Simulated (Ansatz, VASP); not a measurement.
## Cs: VASP beside Ansatz

```
Cs
1.0
     3.90706    0.00000    0.00000
     0.00000    3.90706    0.00000
     0.00000    0.00000    3.90706
Cs
1
Direct
  0.00000 0.00000 0.00000
```

Change from the starting cell: volume scaled by 0.5, PAW files.

Alike in both runs: task single point; functional PBEsol; k mesh 8 × 8 × 8; occupations fermi-dirac, width 0.08 eV; no spin polarisation.

```csv
,VASP,Ansatz
version,VASP 6.6.1,Ansatz 0.2.0
potentials or method,"VASP PAW PBE potentials, release 64 (Cs_sv)","PAW with Ansatz's default frozen-core files, scalar-relativistic"
plane-wave cutoff (eV),520,420
valence electrons in the cell,9,9
```

```csv
,VASP,Ansatz,Ansatz less VASP
pressure (GPa),2.0,1.9,-0.01
```

VASP's potentials were made for PBE, not for PBEsol. The functional is the same, so the differences come from potentials, cutoffs and numerics.

Spin-orbit coupling is off throughout.
